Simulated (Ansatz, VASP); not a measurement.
# ZnSe in VASP and in Ansatz

```
Zn Se
1.0
     0.00000    2.81672    2.81672
     2.81672    0.00000    2.81672
     2.81672    2.81672    0.00000
Zn Se
1 1
Direct
  0.00000 0.00000 0.00000
  0.25000 0.25000 0.25000
```

Alike in both runs: task single point; functional PBEsol; k mesh 8 × 8 × 8; occupations gaussian, width 0.02 eV; no spin polarisation.

|  | VASP | Ansatz |
| --- | --- | --- |
| version | VASP 6.6.1 | Ansatz 0.2.0 |
| potentials or method | VASP PAW PBE potentials, release 64 (Zn, Se), cutoff 500 eV | scalar-relativistic, all-electron LAPW |

|  | VASP | Ansatz | Ansatz less VASP |
| --- | --- | --- | --- |
| gap on the k mesh at the Fermi level (eV) | 1.24 | 1.24 | -0.002 |
| least direct gap on the mesh (eV) | 1.24 | 1.24 | -0.002 |
| pressure (GPa) | 0.3 | 0.0 | -0.25 |

VASP's potentials were made for PBE, not for PBEsol. Ansatz ran all-electron here, and VASP with PAW potentials.
